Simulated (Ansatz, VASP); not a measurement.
# One calculation of Ta, two programs

Contents of INCAR:

```
PREC = Accurate
ENCUT = 520
EDIFF = 1E-6
ISMEAR = 0
SIGMA = 0.15
LREAL = F
LASPH = T
NELM = 100
ALGO = Fast
ISIF = 2
LWAVE = F
LCHARG = F
GGA = PS
NBANDS = 12
```

KPOINTS

```
Automatic mesh
0
Gamma
  22 22 22
```

Contents of POSCAR:

```
Ta
1.0
   -1.6978192176      1.6978192176      1.5619936802
    1.6978192176     -1.6978192176      1.5619936802
    1.6978192176      1.6978192176     -1.5619936802
Ta
1
Direct
    0.0000000000      0.0000000000      0.0000000000
```

Input for Ansatz:

```yaml
crystal:
  lattice:
    - [-1.6978192176, 1.6978192176, 1.5619936802]
    - [1.6978192176, -1.6978192176, 1.5619936802]
    - [1.6978192176, 1.6978192176, -1.5619936802]
  atoms:
    - { symbol: Ta, position: [0.0, 0.0, 0.0] }
basis:
  ecutwfc: 420
kpoints:
  mp_grid: { grid: [22, 22, 22] }
hamiltonian:
  xc: pbesol
scf:
  occupations: { method: gaussian, width: 0.15 }
output:
  forces: true
  stress: true
  eigenvalues: true
  write_density: true
  write_potential: true
  elf: true
  volumetric_format: npy
```

Alike in both runs: task single point; functional PBEsol; k mesh 22 × 22 × 22; occupations gaussian, width 0.15 eV; no spin polarisation.

|  | VASP | Ansatz |
| --- | --- | --- |
| version | VASP 6.6.1 | Ansatz 0.2.0 |
| potentials or method | VASP PAW PBE potentials, release 64 (Ta_pv), cutoff 520 eV | scalar-relativistic, plane waves, PAW |
| valence electrons in the cell | 11 | 13 |

Ansatz gave:

- gap on the k mesh at the Fermi level (eV): none
- pressure (GPa): -3.3
- traceless stress, the component that is largest in VASP (GPa): 4.56

Q: What did VASP give for the same quantities?

A: gap on the k mesh at the Fermi level (eV): none; pressure (GPa): -3.2; traceless stress, the component that is largest in VASP (GPa): 4.55.

VASP's potentials were made for PBE, not for PBEsol. A gap of «none» marks a metal or a gap that the smearing closes. The functional is the same, so the differences come from potentials, cutoffs and numerics. VASP's potentials hold 11 valence electrons a cell and Ansatz's 13, so a difference there can come from the potentials and not from the codes.

Spin-orbit coupling is off throughout.
